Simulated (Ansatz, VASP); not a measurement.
## One calculation of ScAl3, two programs

```
Sc Al
1.0
     4.08781    0.00000    0.00000
     0.00000    4.08781    0.00000
     0.00000    0.00000    4.08781
Sc Al
1 3
Direct
  0.00000 0.00000 0.00000
  0.50000 0.00000 0.50000
  0.00000 0.50000 0.50000
  0.50000 0.50000 0.00000
```

Alike in both runs: task single point; functional revPBE; k mesh 5 × 5 × 5; occupations methfessel-paxton of order 1, width 0.15 eV; no spin polarisation.

|  | VASP | Ansatz |
| --- | --- | --- |
| version | VASP 6.6.1 | Ansatz 0.2.0 |
| potentials or method | VASP PAW PBE potentials, release 64 (Sc_sv, Al) | plane waves, norm-conserving potentials |
| plane-wave cutoff (eV) | 520 | 1061 |
| valence electrons in the cell | 20 | 20 |

|  | VASP | Ansatz | Ansatz less VASP |
| --- | --- | --- | --- |
| pressure (GPa) | 2.6 | 2.6 | +0.02 |

VASP's potentials were made for PBE, not for revPBE. Ansatz's warnings: stress scf threshold loose.
